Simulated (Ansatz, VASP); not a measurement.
One calculation of Si3N4, two programs

The input INCAR:

```
SYSTEM = Si3N4
PREC = Accurate
ENCUT = 520
EDIFF = 1E-8
ISMEAR = -1
SIGMA = 0.02
LREAL = .False.
LASPH = .True.
NELM = 100
ALGO = Normal
ISIF = 2
LWAVE = .False.
LCHARG = .False.
GGA = PE
LEFG = .True.
NBANDS = 45
```

File KPOINTS:

```
regular mesh
0
Gamma
  4 4 9
  0 0 0
```

POSCAR

```
Si3N4
1.0
    7.6140000000      0.0000000000      0.0000000000
   -3.8070000000      6.5939174244      0.0000000000
    0.0000000000      0.0000000000      2.9123000000
Si N
6 8
Direct
    0.1799000000      0.7733000000      0.2500000000
    0.4066000000      0.1799000000      0.7500000000
    0.2267000000      0.4066000000      0.2500000000
    0.8201000000      0.2267000000      0.7500000000
    0.5934000000      0.8201000000      0.2500000000
    0.7733000000      0.5934000000      0.7500000000
    0.3333333333      0.6666666667      0.2500000000
    0.6666666667      0.3333333333      0.7500000000
    0.3356000000      0.0330000000      0.2500000000
    0.3026000000      0.3356000000      0.7500000000
    0.9670000000      0.3026000000      0.2500000000
    0.6644000000      0.9670000000      0.7500000000
    0.6974000000      0.6644000000      0.2500000000
    0.0330000000      0.6974000000      0.7500000000
```

Input for Ansatz:

```yaml
crystal:
  lattice:
    - [7.614, 0.0, 0.0]
    - [-3.807, 6.5939174244, 0.0]
    - [0.0, 0.0, 2.9123]
  atoms:
    - { symbol: Si, position: [0.1799, 0.7733, 0.25] }
    - { symbol: Si, position: [0.4066, 0.1799, 0.75] }
    - { symbol: Si, position: [0.2267, 0.4066, 0.25] }
    - { symbol: Si, position: [0.8201, 0.2267, 0.75] }
    - { symbol: Si, position: [0.5934, 0.8201, 0.25] }
    - { symbol: Si, position: [0.7733, 0.5934, 0.75] }
    - { symbol: "N", position: [0.3333333333, 0.6666666667, 0.25] }
    - { symbol: "N", position: [0.6666666667, 0.3333333333, 0.75] }
    - { symbol: "N", position: [0.3356, 0.033, 0.25] }
    - { symbol: "N", position: [0.3026, 0.3356, 0.75] }
    - { symbol: "N", position: [0.967, 0.3026, 0.25] }
    - { symbol: "N", position: [0.6644, 0.967, 0.75] }
    - { symbol: "N", position: [0.6974, 0.6644, 0.25] }
    - { symbol: "N", position: [0.033, 0.6974, 0.75] }
kpoints:
  mp_grid: { grid: [4, 4, 9] }
scf:
  occupations: { method: fermi_dirac, width: 0.02 }
hamiltonian:
  xc: pbe
  pseudopotentials: { kind: paw }
output:
  forces: true
  stress: true
  populations: true
  efg:
    quadrupole_moments_barn: { "N": 0.02044 }
    contact_densities: true
```

Alike in both runs: task electric field gradients; functional PBE; k mesh 4 × 4 × 9; occupations fermi-dirac, width 0.02 eV; no spin polarisation.

```csv
,VASP,Ansatz
version,VASP 6.6.1,Ansatz 0.2.0
potentials or method,"VASP PAW PBE potentials, release 64 (Si, N)","plane-wave PAW, scalar-relativistic"
plane-wave cutoff (eV),520,420
valence electrons in the cell,64,64
```

Ansatz gave:

* gap on the k mesh at the Fermi level (eV): 4.32
* pressure (GPa): 4.8
* traceless stress, the component that is largest in VASP (GPa): -2.09
* rms of the force components (eV/Å): 0.289
* size of Vzz on the site where it differs most (V/Å²): 48.5

Which values does VASP return?

gap on the k mesh at the Fermi level (eV): 4.30; pressure (GPa): 4.5; traceless stress, the component that is largest in VASP (GPa): -2.13; rms of the force components (eV/Å): 0.290; size of Vzz on the site where it differs most (V/Å²): 45.6.

Atom by atom the forces differ by 0.003 eV/Å (rms over components). The functional is the same, so the differences come from potentials, cutoffs and numerics.
